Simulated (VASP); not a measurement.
# B (Cmmm) in VASP: relaxation of cell and atoms with PBE

Aim: the relaxation of cell and atoms of B with PBE.

Program: VASP 6.6.1. These are calculated values, not measurements. Logs are shortened: lines on timing, memory, paths and dates and some standing lists are left out, and cuts for length are marked.

## Step 1: The cell of the first run

It takes space group Cmmm (No. 65, orthorhombic). The conventional cell has a = 2.823 Å, b = 8.100 Å, c = 1.874 Å, α = 90.00°, β = 90.00°, γ = 90.00°. Within 2.3 Å of B (site symmetry m2m) lie 6 B at 1.76 to 1.87 Å. Within 2.3 Å of B (site symmetry mmm) lie 6 B at 1.76 to 1.87 Å.

## Step 2: Relaxation of cell and atoms, PBE

Contents of INCAR:

```
  PREC = Accurate
  ENCUT = 600
  EDIFF = 1E-6
  ISMEAR = 0
  SIGMA = 0.1
  LREAL = F
  LASPH = T
  NELM = 100
  ALGO = Normal
  ISIF = 3
  LWAVE = F
  LCHARG = F
  GGA = PE
  IBRION = 2
  NSW = 100
  EDIFFG = -0.01
```

Contents of KPOINTS:

```
regular mesh
0
Gamma
  18 18 24
```

Contents of POSCAR:

```
B
1.0
    1.4115159182     -4.0500077395      0.0000000000
    1.4115159182      4.0500077395      0.0000000000
    0.0000000000      0.0000000000      1.8740283374
B
3
Direct
    0.6838651451      0.3161348549      0.5000000000
    0.3161348549      0.6838651451      0.5000000000
    0.5000000000      0.5000000000      0.0000000000
```

Potentials or basis: VASP PAW PBE potentials, release 64 (B).

Run with:

```console
cat potpaw_PBE.64/B/POTCAR > POTCAR
mpirun -np 1 vasp_std > vasp.out
```

OUTCAR:

```text
PREC = Accurate
   ENCUT = 600
   EDIFF = 1E-6
   ISMEAR = 0
   LREAL = F
   LASPH = T
   NELM = 100
   ISIF = 3
   GGA = PE
   IBRION = 2
   NSW = 100
   EDIFFG = -0.01

 ion  position               nearest neighbor table
   1  0.684  0.316  0.500-   3 1.76   3 1.76   2 1.77   2 1.77
   2  0.316  0.684  0.500-   3 1.76   3 1.76   1 1.77   1 1.77
   3  0.500  0.500  0.000-   1 1.76   2 1.76   1 1.76   2 1.76

  LATTYP: Found a base centered orthorhombic cell.
 ALAT       =     2.8230318364
 B/A-ratio  =     2.8692611166
 C/A-ratio  =     0.6638353536

  Lattice vectors:

 A1 = (   1.4115159182,  -4.0500077395,   0.0000000000)
 A2 = (   1.4115159182,   4.0500077395,   0.0000000000)
 A3 = (   0.0000000000,   0.0000000000,   1.8740283374)

Analysis of symmetry for initial positions (statically):
=====================================================================
 Subroutine PRICEL returns:
 Original cell was already a primitive cell.

 Routine SETGRP: Setting up the symmetry group for a
 base centered orthorhombic supercell.

 Subroutine GETGRP returns: Found  8 space group operations
 (whereof  8 operations were pure point group operations)
 out of a pool of  8 trial point group operations.

The static configuration has the point symmetry D_2h.

Analysis of symmetry for dynamics (positions and initial velocities):
=====================================================================
 Subroutine PRICEL returns:
 Original cell was already a primitive cell.

 Routine SETGRP: Setting up the symmetry group for a
 base centered orthorhombic supercell.

 Subroutine GETGRP returns: Found  8 space group operations
 (whereof  8 operations were pure point group operations)
 out of a pool of  8 trial point group operations.

The dynamic configuration has the point symmetry D_2h.

 Subroutine INISYM returns: Found  8 space group operations
 (whereof  8 operations are pure point group operations),
 and found     1 'primitive' translations

----------------------------------------------------------------------------------------

                                     Primitive cell

  volume of cell :      21.4263

  direct lattice vectors                    reciprocal lattice vectors
     1.411515918 -4.050007739  0.000000000     0.354229091 -0.123456554  0.000000000
     1.411515918  4.050007739  0.000000000     0.354229091  0.123456554  0.000000000
     0.000000000  0.000000000  1.874028337     0.000000000  0.000000000  0.533609861

  length of vectors
     4.288932254  4.288932254  1.874028337     0.375126338  0.375126338  0.533609861

  position of ions in fractional coordinates (direct lattice)
     0.683865145  0.316134855  0.500000000
     0.316134855  0.683865145  0.500000000
     0.500000000  0.500000000  0.000000000

  ion indices of the primitive-cell ions
   primitive index   ion index
                 1           1
                 2           2
                 3           3

----------------------------------------------------------------------------------------

 KPOINTS: regular mesh

Automatic generation of k-mesh.
 Grid dimensions read from file:
 generate k-points for:   18   18   24

 Generating k-lattice:

  Cartesian coordinates                     Fractional coordinates (reciprocal lattice)
     0.019679394 -0.006858697  0.000000000     0.055555556 -0.000000000  0.000000000
     0.019679394  0.006858697  0.000000000    -0.000000000  0.055555556  0.000000000
     0.000000000  0.000000000  0.022233744     0.000000000  0.000000000  0.041666667

  Length of vectors
     0.020840352  0.020840352  0.022233744

  Shift w.r.t. Gamma in fractional coordinates (k-lattice)
     0.000000000  0.000000000  0.000000000

 Subroutine IBZKPT returns following result:
 ===========================================

 Found   1183 irreducible k-points:

 Following reciprocal coordinates:
            Coordinates               Weight
  0.000000  0.000000  0.000000      1.000000
  0.055556  0.000000  0.000000      4.000000
  0.111111  0.000000  0.000000      4.000000
  0.166667  0.000000  0.000000      4.000000
  0.222222  0.000000  0.000000      4.000000
  0.277778  0.000000  0.000000      4.000000
[... 16 lines left out ...]
 -0.277778  0.055556  0.000000      4.000000
 -0.222222  0.055556  0.000000      4.000000
 [... further k-points ...]
   k-points           NKPTS =   1183   k-points in BZ     NKDIM =   1183   number of bands    NBANDS=      8
   number of dos      NEDOS =    301   number of ions     NIONS =      3
   total plane-waves  NPLWV =  20736
   dimension x,y,z NGX =    36 NGY =   36 NGZ =   16
   dimension x,y,z NGXF=    72 NGYF=   72 NGZF=   32
   ions per type =               3
   NGX,Y,Z   is equivalent  to a cutoff of  13.95, 13.95, 14.19 a.u.
   NGXF,Y,Z  is equivalent  to a cutoff of  27.91, 27.91, 28.39 a.u.
 SYSTEM =  unknown system
   PREC   = accura    normal or accurate (medium, high low for compatibility)
   ISTART =      0    job   : 0-new  1-cont  2-samecut
   ICHARG =      2    charge: 1-file 2-atom 10-const
   ISPIN  =      1    spin polarized calculation?
   LNONCOLLINEAR =      F non collinear calculations
   LSORBIT =      F    spin-orbit coupling
   LASPH  =      T    aspherical Exc in radial PAW
   ENCUT  =  600.0 eV  44.10 Ry    6.64 a.u.   8.57  8.57  3.74*2*pi/ulx,y,z
   NELM   =    100;   NELMIN=  2; NELMDL= -5     # of ELM steps
   EDIFF  = 0.1E-05   stopping-criterion for ELM
   LREAL  =      F    real-space projection
   EDIFFG = -.1E-01   stopping-criterion for IOM
   NSW    =    100    number of steps for IOM
   IBRION =      2    ionic relax: 0-MD 1-quasi-New 2-CG
   NFREE  =      1    steps in history (QN), initial steepest desc. (CG)
   ISIF   =      3    stress and relaxation
   ISYM   =      2    0-nonsym 1-usesym 2-fastsym
   POTIM  = 0.5000    time-step for ionic-motion
   TEBEG  =    0.0;   TEEND  =   0.0 temperature during run
   PSTRESS=    0.0 pullay stress
   NELECT =       9.0000    total number of electrons
   NUPDOWN=      -1.0000    fix difference up-down
   EMIN   =  10.00;   EMAX   =-10.00  energy-range for DOS
   EFERMI =   0.00;   METHOD = LEGACY
   ISMEAR =     0;   SIGMA  =   0.10  broadening in eV -4-tet -1-fermi 0-gaus
   EFERMI_NEDOS =   21; number of points for ismear=-14 and -15
   IALGO  =     38    algorithm
   IMIX   =      4    mixing-type and parameters
     AMIX     =   0.40;   BMIX     =  1.00
     AMIX_MAG =   1.60;   BMIX_MAG =  1.00
  volume/ion in A,a.u.               =       7.14        48.20
  Fermi-wavevector in a.u.,A,eV,Ry     =   1.226045  2.316889 20.452091  1.503186
  Thomas-Fermi vector in A             =   2.361060
   LORBIT       =      0    0 simple, 1 ext, 2 COOP (PROOUT), +10 PAW based schemes
   GGA     = PE    functional components
   LHFCALC =     F    Hartree Fock is set to
   AEXX    =    0.0000 exact exchange contribution
   IVDW    =     0    specifies the selected vdW correction
   LEPSILON=     F    determine dielectric tensor
   LRPA    =     F    only Hartree local field effects (RPA)
 conjugate gradient relaxation of ions
 non-spin polarized calculation
 Gauss-broadening in eV      SIGMA  =   0.10
  energy-cutoff  :      600.00
  volume of cell :       21.43
 maximum number of plane-waves:       735
   NGX = 17   NGY = 17   NGZ =  7

--------------------------------------- Ionic step        1  -------------------------------------------

 number of electron       9.0000000 magnetization

 Free energy of the ion-electron system (eV)
  ---------------------------------------------------
  ext. energy  EPLUGINS =         0.00000000
  ---------------------------------------------------
  free energy    TOTEN  =       -18.62063994 eV

  energy without entropy =      -18.61816321  energy(sigma->0) =      -18.61940157

------------------------ aborting loop because EDIFF is reached ----------------------------------------

  FORCE on cell =-STRESS in cart. coord.  units (eV):
  Direction    XX          YY          ZZ          XY          YZ          ZX
  --------------------------------------------------------------------------------------
  -------------------------------------------------------------------------------------
  Total       -0.1269724     -0.1090247      0.3539985     -0.0000000      0.0000000      0.0000000
  in kB       -9.4945005     -8.1524400     26.4706297     -0.0000000      0.0000000      0.0000000
  external PRESSURE =       2.9412297 kB  Pullay stress =       0.0000000 kB

 VOLUME and BASIS-vectors are now :
 -----------------------------------------------------------------------------
  energy-cutoff  :      600.00
  volume of cell :       21.43
      direct lattice vectors                 reciprocal lattice vectors
     1.411515918 -4.050007739  0.000000000     0.354229091 -0.123456554  0.000000000
     1.411515918  4.050007739  0.000000000     0.354229091  0.123456554  0.000000000
     0.000000000  0.000000000  1.874028337     0.000000000  0.000000000  0.533609861
[... 149 lines left out ...]
 POSITION                                       TOTAL-FORCE (eV/Angst)
 -----------------------------------------------------------------------------------
      1.40639     -1.48340      0.94218         0.000000      0.014994     -0.000000
      1.40639      1.48340      0.94218         0.000000     -0.014994      0.000000
      1.40639      0.00000      0.00000         0.000000      0.000000     -0.000000
 -----------------------------------------------------------------------------------
    total drift:                                0.000000     -0.000000      0.000000

  FREE ENERGIE OF THE ION-ELECTRON SYSTEM (eV)
  ---------------------------------------------------
  free  energy   TOTEN  =       -18.6222481262 eV

  energy  without entropy=      -18.6198811033  energy(sigma->0) =      -18.62106461

--------------------------------------- Ionic step        6  -------------------------------------------

 number of electron       9.0000000 magnetization

 Free energy of the ion-electron system (eV)
  ---------------------------------------------------
  ext. energy  EPLUGINS =         0.00000000
  ---------------------------------------------------
  free energy    TOTEN  =       -18.62226417 eV

  energy without entropy =      -18.61989672  energy(sigma->0) =      -18.62108044

 E-fermi :   6.6151     XC(G=0): -11.8157

 val. band max:        6.6124591674   @ k =   0.3333   0.0000   0.2917
 cond. band min:       6.6219552572   @ k =  -0.4444   0.3333   0.3333
 fundamental gap:      0.0094960898
 Fermi energy:         6.6150696196

 k-point     1 :       0.0000    0.0000    0.0000
  band No.  band energies     occupation
      1      -9.3795      2.00000
      2      -3.2119      2.00000
      3      -2.1839      2.00000
      4       4.8237      2.00000
      5       6.8332      0.00204
      6      12.6509      0.00000
      7      13.9657      0.00000
      8      18.7483      0.00000

 k-point     2 :       0.0556    0.0000    0.0000
  band No.  band energies     occupation
      1      -9.3308      2.00000
      2      -3.2851      2.00000
      3      -2.0511      2.00000
      4       4.5035      2.00000
      5       6.5645      1.52544
      6      13.0272      0.00000
      7      14.3279      0.00000
      8      18.7749      0.00000
[... 221 lines left out ...]
 k-point    23 :      -0.2778    0.0556    0.0000
  band No.  band energies     occupation
      1      -8.5082      2.00000
      2      -4.2158      2.00000
      3      -0.3867      2.00000
      4       1.2912      2.00000
      5       4.9651      2.00000
      6      13.9643      0.00000
      7      17.0568      0.00000
      8      17.7031      0.00000

 k-point    24 :      -0.2222    0.0556    0.0000
  band No.  band energies     occupation
      1      -8.8599      2.00000
      2      -4.1338      2.00000
      3      -0.7261      2.00000
      4       2.4212      2.00000
      5       5.5727      2.00000
      6      14.6013      0.00000
      7      15.7332      0.00000
      8      17.4264      0.00000

 [... further k-points ...]
[... 5 lines left out ...]
  --------------------------------------------------------------------------------------
  -------------------------------------------------------------------------------------
  Total       -0.0031491      0.0070662      0.0012664     -0.0000000      0.0000000      0.0000000
  in kB       -0.2354995      0.5284319      0.0947049     -0.0000000      0.0000000      0.0000000
  external PRESSURE =       0.1292124 kB  Pullay stress =       0.0000000 kB

 VOLUME and BASIS-vectors are now :
 -----------------------------------------------------------------------------
  energy-cutoff  :      600.00
  volume of cell :       21.42
      direct lattice vectors                 reciprocal lattice vectors
     1.405784303 -4.045077203  0.000000000     0.355673341 -0.123607035  0.000000000
     1.405784303  4.045077203  0.000000000     0.355673341  0.123607035  0.000000000
     0.000000000  0.000000000  1.883790002     0.000000000  0.000000000  0.530844733

 POSITION                                       TOTAL-FORCE (eV/Angst)
 -----------------------------------------------------------------------------------
      1.40578     -1.48309      0.94190         0.000000     -0.000504      0.000000
      1.40578      1.48309      0.94190         0.000000      0.000504     -0.000000
      1.40578      0.00000      1.88379        -0.000000      0.000000      0.000000
 -----------------------------------------------------------------------------------
    total drift:                               -0.000000     -0.000000     -0.000000

  FREE ENERGIE OF THE ION-ELECTRON SYSTEM (eV)
  ---------------------------------------------------
  free  energy   TOTEN  =       -18.6222641661 eV

  energy  without entropy=      -18.6198967197  energy(sigma->0) =      -18.62108044

 reached required accuracy - stopping structural energy minimisation
```

It took 13 min on 1 thread of Oxide Virtual Turin-like, shared host; peak memory 0.3 GiB.

What came out:

```
Free energy               : -18.6223 eV
Energy gained by relaxing : 0.5 meV/atom
Ionic steps               : 6
Pressure after relaxing   : 0.0 GPa
```

Step by step:
```tsv
step	energy change (eV)	largest force (eV/Å)	pressure (GPa)	volume (Å³)
1	0.0000	0.0838	0.29	21.43
2	-0.0015	0.0096	-0.20	21.47
3	-0.0015	0.0069	-0.19	21.47
4	-0.0016	0.0106	-0.05	21.44
5	-0.0016	0.0150	-0.03	21.43
6	-0.0016	0.0005	0.01	21.42
```

Final structure:
```
B
1.0
     1.40578   -4.04508    0.00000
     1.40578    4.04508    0.00000
     0.00000    0.00000    1.88379
B
3
Direct
  0.68332 0.31668 0.50000
  0.31668 0.68332 0.50000
  0.50000 0.50000 0.00000
```
